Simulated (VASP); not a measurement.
# Na16H (a cell with a defect) in VASP: single point with PBE

Aim: the single point of Na16H (a cell with a defect) with PBE.

All numbers are computed with VASP 6.6.1; they aren't measurements. Logs are shortened: lines on timing, memory, paths and dates and some standing lists are left out, and cuts for length are marked.

**1. The cell of the first run**

The cell holds a defect, 17 atoms: a = 8.460 Å, b = 8.460 Å, c = 8.460 Å, α = 90.00°, β = 90.00°, γ = 90.00°.

**2. Single point, PBE**

INCAR

```
ALGO = Normal
EDIFF = 1E-6
ENCUT = 520
GGA = PE
ISIF = 2
ISMEAR = 0
LASPH = True
LCHARG = False
LREAL = Auto
LWAVE = False
NBANDS = 70
NELM = 100
PREC = Accurate
SIGMA = 0.15
```

KPOINTS

```
k-points
0
Gamma
  2 2 2
```

POSCAR

```
Na16H
1.0
    8.4600000000      0.0000000000      0.0000000000
    0.0000000000      8.4600000000      0.0000000000
    0.0000000000      0.0000000000      8.4600000000
Na H
16 1
Direct
   -0.0044052009      0.0045718676     -0.0002821513
    0.5084763593     -0.0097591017     -0.0002810875
    0.0102254137      0.4916243499     -0.0002659574
   -0.0163439716      0.0162072104      0.4997315603
    0.2615001182      0.2438517730      0.2488950355
    0.4940556738      0.5057388889     -0.0002645390
    0.5296907801      0.0133582742      0.4997304965
    0.7453362884      0.2549238771      0.2399513002
   -0.0132232861      0.4707315603      0.4997159574
    0.2439865248      0.7563139480      0.2514700946
    0.2615014184      0.2438696217      0.7505543735
    0.4964683215      0.5036582742      0.4997130024
    0.7560735225      0.7385347518      0.2485565012
    0.7453354610      0.2549404255      0.7594976359
    0.2439880615      0.7562976359      0.7479799054
    0.7560713948      0.7385193853      0.7508925532
    0.7916443262      0.2086106383      0.4997260047
```

Potentials or basis: VASP PAW PBE potentials, release 64 (Na_pv, H).

Command:

```
$ cat potpaw_PBE.64/Na_pv/POTCAR potpaw_PBE.64/H/POTCAR > POTCAR
$ mpirun -np 1 vasp_std > vasp.out
```

OUTCAR:

```text
EDIFF = 1E-6
   ENCUT = 520
   GGA = PE
   ISIF = 2
   ISMEAR = 0
   LASPH = True
   LREAL = Auto
   NELM = 100
   PREC = Accurate

 ion  position               nearest neighbor table
   1  0.996  0.005  1.000-
   2  0.508  0.990  1.000-
   3  0.010  0.492  1.000-
   4  0.984  0.016  0.500-
   5  0.262  0.244  0.249-
   6  0.494  0.506  1.000-
[... 9 lines left out ...]
  16  0.756  0.739  0.751-
  17  0.792  0.209  0.500-

  LATTYP: Found a simple cubic cell.
 ALAT       =     8.4600000000

  Lattice vectors:

 A1 = (   8.4600000000,   0.0000000000,   0.0000000000)
 A2 = (   0.0000000000,   8.4600000000,   0.0000000000)
 A3 = (   0.0000000000,   0.0000000000,   8.4600000000)

Analysis of symmetry for initial positions (statically):
=====================================================================
 Subroutine PRICEL returns:
 Original cell was already a primitive cell.

 Routine SETGRP: Setting up the symmetry group for a
 simple cubic supercell.

 Subroutine GETGRP returns: Found  1 space group operations
 (whereof  1 operations were pure point group operations)
 out of a pool of 48 trial point group operations.

The static configuration has the point symmetry C_1 .

Analysis of symmetry for dynamics (positions and initial velocities):
=====================================================================
 Subroutine PRICEL returns:
 Original cell was already a primitive cell.

 Routine SETGRP: Setting up the symmetry group for a
 simple cubic supercell.

 Subroutine GETGRP returns: Found  1 space group operations
 (whereof  1 operations were pure point group operations)
 out of a pool of 48 trial point group operations.

The dynamic configuration has the point symmetry C_1 .

 Subroutine INISYM returns: Found  1 space group operations
 (whereof  1 operations are pure point group operations),
 and found     1 'primitive' translations

----------------------------------------------------------------------------------------

                                     Primitive cell

  volume of cell :     605.4957

  direct lattice vectors                    reciprocal lattice vectors
     8.460000000  0.000000000  0.000000000     0.118203310  0.000000000  0.000000000
     0.000000000  8.460000000  0.000000000     0.000000000  0.118203310  0.000000000
     0.000000000  0.000000000  8.460000000     0.000000000  0.000000000  0.118203310

  length of vectors
     8.460000000  8.460000000  8.460000000     0.118203310  0.118203310  0.118203310

  position of ions in fractional coordinates (direct lattice)
     0.995594799  0.004571868  0.999717849
     0.508476359  0.990240898  0.999718913
     0.010225414  0.491624350  0.999734043
     0.983656028  0.016207210  0.499731560
     0.261500118  0.243851773  0.248895035
     0.494055674  0.505738889  0.999735461
[... 9 lines left out ...]
     0.756071395  0.738519385  0.750892553
     0.791644326  0.208610638  0.499726005

  ion indices of the primitive-cell ions
   primitive index   ion index
                 1           1
                 2           2
                 3           3
                 4           4
                 5           5
                 6           6
[... 9 lines left out ...]
                16          16
                17          17

----------------------------------------------------------------------------------------

 KPOINTS: k-points

Automatic generation of k-mesh.
 Grid dimensions read from file:
 generate k-points for:    2    2    2

 Generating k-lattice:

  Cartesian coordinates                     Fractional coordinates (reciprocal lattice)
     0.059101655  0.000000000  0.000000000     0.500000000  0.000000000  0.000000000
     0.000000000  0.059101655  0.000000000     0.000000000  0.500000000  0.000000000
     0.000000000  0.000000000  0.059101655     0.000000000  0.000000000  0.500000000

  Length of vectors
     0.059101655  0.059101655  0.059101655

  Shift w.r.t. Gamma in fractional coordinates (k-lattice)
     0.000000000  0.000000000  0.000000000

 Subroutine IBZKPT returns following result:
 ===========================================

 Found      8 irreducible k-points:

 Following reciprocal coordinates:
            Coordinates               Weight
  0.000000  0.000000  0.000000      1.000000
  0.500000  0.000000  0.000000      1.000000
  0.000000  0.500000  0.000000      1.000000
  0.000000  0.000000  0.500000      1.000000
  0.500000  0.500000  0.000000      1.000000
  0.000000  0.500000  0.500000      1.000000
  0.500000  0.000000  0.500000      1.000000
  0.500000  0.500000  0.500000      1.000000
   k-points           NKPTS =      8   k-points in BZ     NKDIM =      8   number of bands    NBANDS=     70
   number of dos      NEDOS =    301   number of ions     NIONS =     17
   total plane-waves  NPLWV = 262144
   dimension x,y,z NGX =    64 NGY =   64 NGZ =   64
   dimension x,y,z NGXF=   128 NGYF=  128 NGZF=  128
   ions per type =              16   1
   NGX,Y,Z   is equivalent  to a cutoff of  12.58, 12.58, 12.58 a.u.
   NGXF,Y,Z  is equivalent  to a cutoff of  25.15, 25.15, 25.15 a.u.
 SYSTEM =  unknown system
   PREC   = accura    normal or accurate (medium, high low for compatibility)
   ISTART =      0    job   : 0-new  1-cont  2-samecut
   ICHARG =      2    charge: 1-file 2-atom 10-const
   ISPIN  =      1    spin polarized calculation?
   LNONCOLLINEAR =      F non collinear calculations
   LSORBIT =      F    spin-orbit coupling
   LASPH  =      T    aspherical Exc in radial PAW
   ENCUT  =  520.0 eV  38.22 Ry    6.18 a.u.  15.73 15.73 15.73*2*pi/ulx,y,z
   NELM   =    100;   NELMIN=  2; NELMDL= -5     # of ELM steps
   EDIFF  = 0.1E-05   stopping-criterion for ELM
   LREAL  =      T    real-space projection
   EDIFFG = 0.1E-04   stopping-criterion for IOM
   NSW    =      0    number of steps for IOM
   IBRION =     -1    ionic relax: 0-MD 1-quasi-New 2-CG
   NFREE  =      0    steps in history (QN), initial steepest desc. (CG)
   ISIF   =      2    stress and relaxation
   ISYM   =      2    0-nonsym 1-usesym 2-fastsym
   POTIM  = 0.5000    time-step for ionic-motion
   TEBEG  =    0.0;   TEEND  =   0.0 temperature during run
   PSTRESS=    0.0 pullay stress
   NELECT =     113.0000    total number of electrons
   NUPDOWN=      -1.0000    fix difference up-down
   EMIN   =  10.00;   EMAX   =-10.00  energy-range for DOS
   EFERMI =   0.00;   METHOD = LEGACY
   ISMEAR =     0;   SIGMA  =   0.15  broadening in eV -4-tet -1-fermi 0-gaus
   EFERMI_NEDOS =   21; number of points for ismear=-14 and -15
   IALGO  =     38    algorithm
   IMIX   =      4    mixing-type and parameters
     AMIX     =   0.40;   BMIX     =  1.00
     AMIX_MAG =   1.60;   BMIX_MAG =  1.00
  volume/ion in A,a.u.               =      35.62       240.36
  Fermi-wavevector in a.u.,A,eV,Ry     =   0.935543  1.767921 11.908383  0.875241
  Thomas-Fermi vector in A             =   2.062462
   LORBIT       =      0    0 simple, 1 ext, 2 COOP (PROOUT), +10 PAW based schemes
   GGA     = PE    functional components
   LHFCALC =     F    Hartree Fock is set to
   AEXX    =    0.0000 exact exchange contribution
   IVDW    =     0    specifies the selected vdW correction
   LEPSILON=     F    determine dielectric tensor
   LRPA    =     F    only Hartree local field effects (RPA)
 non-spin polarized calculation
 Gauss-broadening in eV      SIGMA  =   0.15
  energy-cutoff  :      520.00
  volume of cell :      605.50
 maximum number of plane-waves:     16384
 NGX is ok and might be reduce to    64
   NGX = 31   NGY = 31   NGZ = 31

 number of electron     113.0000007 magnetization

 Free energy of the ion-electron system (eV)
  ---------------------------------------------------
  ext. energy  EPLUGINS =         0.00000000
  ---------------------------------------------------
  free energy    TOTEN  =       -24.00744472 eV

  energy without entropy =      -23.80550391  energy(sigma->0) =      -23.90647431

 E-fermi :   0.1678     XC(G=0):  -6.4725

 val. band max:        0.0015230878   @ k =   0.0000   0.0000   0.0000
 cond. band min:       0.1694002808   @ k =   0.5000   0.5000   0.0000
 fundamental gap:      0.1678771930
 Fermi energy:         0.1678360106

 k-point     1 :       0.0000    0.0000    0.0000
  band No.  band energies     occupation
      1     -24.7471      2.00000
      2     -24.7399      2.00000
      3     -24.7392      2.00000
      4     -24.7384      2.00000
      5     -24.7382      2.00000
      6     -24.7336      2.00000
[... 60 lines left out ...]
     67       1.4766      0.00000
     68       2.4555      0.00000

 k-point     2 :       0.5000    0.0000    0.0000
  band No.  band energies     occupation
      1     -24.7468      2.00000
      2     -24.7393      2.00000
      3     -24.7389      2.00000
      4     -24.7388      2.00000
      5     -24.7385      2.00000
      6     -24.7336      2.00000
[... 60 lines left out ...]
     67       1.9989      0.00000
     68       2.0165      0.00000

 k-point     3 :       0.0000    0.5000    0.0000
  band No.  band energies     occupation
      1     -24.7468      2.00000
      2     -24.7394      2.00000
      3     -24.7389      2.00000
      4     -24.7387      2.00000
      5     -24.7385      2.00000
      6     -24.7336      2.00000
[... 344 lines left out ...]
     67       2.5025      0.00000
     68       2.5324      0.00000

 k-point     8 :       0.5000    0.5000    0.5000
  band No.  band energies     occupation
      1     -24.7464      2.00000
      2     -24.7391      2.00000
      3     -24.7388      2.00000
      4     -24.7387      2.00000
      5     -24.7384      2.00000
      6     -24.7336      2.00000
[... 60 lines left out ...]
     67       2.5048      0.00000
     68       2.5075      0.00000
 [bands above 68 left out]

------------------------ aborting loop because EDIFF is reached ----------------------------------------

  FORCE on cell =-STRESS in cart. coord.  units (eV):
  Direction    XX          YY          ZZ          XY          YZ          ZX
  --------------------------------------------------------------------------------------
  -------------------------------------------------------------------------------------
  Total       -0.7795909     -0.7834855     -0.4606384     -0.3082856      0.0000362     -0.0000888
  in kB       -2.0628434     -2.0731487     -1.2188763     -0.8157419      0.0000957     -0.0002351
  external PRESSURE =      -1.7849561 kB  Pullay stress =       0.0000000 kB

 VOLUME and BASIS-vectors are now :
 -----------------------------------------------------------------------------
  energy-cutoff  :      520.00
  volume of cell :      605.50
      direct lattice vectors                 reciprocal lattice vectors
     8.460000000  0.000000000  0.000000000     0.118203310  0.000000000  0.000000000
     0.000000000  8.460000000  0.000000000     0.000000000  0.118203310  0.000000000
     0.000000000  0.000000000  8.460000000     0.000000000  0.000000000  0.118203310

 POSITION                                       TOTAL-FORCE (eV/Angst)
 -----------------------------------------------------------------------------------
      8.42273      0.03868      8.45761         0.006094     -0.006042      0.000021
      4.30171      8.37744      8.45762        -0.003875     -0.007548      0.000006
      0.08651      4.15914      8.45775         0.007213      0.003844     -0.000101
      8.32173      0.13711      4.22773        -0.009856      0.010147      0.000019
      2.21229      2.06299      2.10565        -0.000389     -0.003457      0.001470
      4.17971      4.27855      8.45776        -0.004845      0.005054     -0.000043
[... 9 lines left out ...]
      6.39636      6.24787      6.35255         0.003549      0.000465     -0.001777
      6.69731      1.76485      4.22768        -0.018730      0.018170     -0.000012
 -----------------------------------------------------------------------------------
    total drift:                                0.000952     -0.000409      0.000152

  FREE ENERGIE OF THE ION-ELECTRON SYSTEM (eV)
  ---------------------------------------------------
  free  energy   TOTEN  =       -24.0074447202 eV

  energy  without entropy=      -23.8055039074  energy(sigma->0) =      -23.90647431
```

It took 10 min on 1 thread of AMD EPYC 7R13, shared host; peak memory 0.64 GiB.

What came out:

```
Free energy            : -24.0074 eV
Pressure               : -0.2 GPa
Largest force          : 0.026 eV/Å
Band gap on the k mesh : zero (an odd number of electrons rules out a gap without spin polarisation)
```

Forces in eV/Å, atoms in the order of the input:
```
Na   0.006 -0.006  0.000
Na  -0.004 -0.008  0.000
Na   0.007  0.004  0.000
Na  -0.010  0.010  0.000
Na   0.000 -0.003  0.001
Na  -0.005  0.005  0.000
Na   0.015  0.012  0.000
Na   0.000  0.000 -0.016
Na  -0.012 -0.015  0.000
Na   0.000  0.000  0.017
Na   0.000 -0.003 -0.001
Na   0.015 -0.015  0.000
Na   0.004  0.000  0.002
Na   0.000  0.000  0.016
Na  -0.001  0.000 -0.017
Na   0.004  0.000 -0.002
H   -0.019  0.018  0.000
```

Stress tensor (GPa, compression positive):
```
-0.21 -0.08  0.00
-0.08 -0.21  0.00
 0.00  0.00 -0.12
```

Levels at points of the mesh, in eV from the Fermi level:
| k point | band 53 | band 54 | band 55 | band 56 | band 57 | band 58 | band 59 | band 60 |
| --- | --- | --- | --- | --- | --- | --- | --- | --- |
| (0.00, 0.00, 0.00) | -0.99 | -0.99 | -0.95 | -0.17 | 0.86 | 0.87 | 0.87 | 0.87 |
| (0.50, 0.00, 0.00) | -0.49 | -0.47 | -0.47 | -0.45 | -0.44 | -0.42 | 0.51 | 1.33 |
| (0.00, 0.50, 0.00) | -0.49 | -0.47 | -0.47 | -0.45 | -0.44 | -0.42 | 0.51 | 1.33 |
| (0.00, 0.00, 0.50) | -0.47 | -0.47 | -0.47 | -0.47 | -0.46 | -0.46 | 0.62 | 1.35 |
| (0.50, 0.50, 0.00) | -1.23 | 0.00 | 0.04 | 0.04 | 0.04 | 0.04 | 0.08 | 0.10 |
| (0.00, 0.50, 0.50) | -1.20 | 0.01 | 0.02 | 0.03 | 0.04 | 0.06 | 0.08 | 0.09 |
| (0.50, 0.00, 0.50) | -1.19 | 0.01 | 0.02 | 0.03 | 0.04 | 0.06 | 0.08 | 0.09 |
| (0.50, 0.50, 0.50) | -1.52 | -1.51 | -1.49 | -1.43 | 0.16 | 2.26 | 2.27 | 2.27 |

Caveat: the k points lie up to 0.37 Å⁻¹ apart, too coarse for converged energies and pressures of a metal.

The gap in the log of VASP goes by the Fermi energy; the results here count the filled bands.